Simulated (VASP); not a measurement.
**K: single point with PBEsol**

The system is K.

```
K
1.0
    -2.55255    2.55255    2.48710
     2.55255   -2.55255    2.48710
     2.55255    2.55255   -2.48710
K
1
Direct
  0.00000 0.00000 0.00000
```

This cell differs from its parent crystal: strain -0.025 along x and y, -0.050 along z.

```json
{
  "Program": "VASP 6.6.1",
  "Task": "single point",
  "Functional": "PBEsol",
  "Potentials or basis": "VASP PAW PBE potentials, release 64 (K_sv)",
  "Cutoff": "520 eV",
  "k mesh": "14 × 14 × 14",
  "Occupations": "gaussian, width 0.15 eV",
  "Spin": "no spin polarisation",
  "Dipole correction": "no",
  "Further INCAR settings": "ALGO = Fast; EDIFF = 1e-06; NBANDS = 10"
}
```

* Pressure: 0.4 GPa
* Band gap on the k mesh: zero (an odd number of electrons rules out a gap without spin polarisation)

Levels at points of the mesh, in eV from the Fermi level:
```
           k point  band 3  band 4  band 5  band 6  band 7  band 8
(0.00, 0.00, 0.00)  -15.42  -15.42   -2.34    4.32    4.46    4.46
(0.50, 0.00, 0.00)  -15.45  -15.42    0.45    0.79    3.15    5.18
(0.50, 0.50, 0.00)  -15.45  -15.42    0.40    0.71    3.30    5.06
(0.50, 0.50, 0.50)  -15.50  -15.49    1.56    1.64    3.72    3.72
```

Run time: 3.5 min on 1 thread of Intel Xeon 8259CL, on a shared host, peak memory 0.31 GiB.

Caveat: the cell differs from its parent crystal (strain -0.025 along x and y, -0.050 along z); the PAW data sets were made with another functional, which shifts forces and pressure a little.
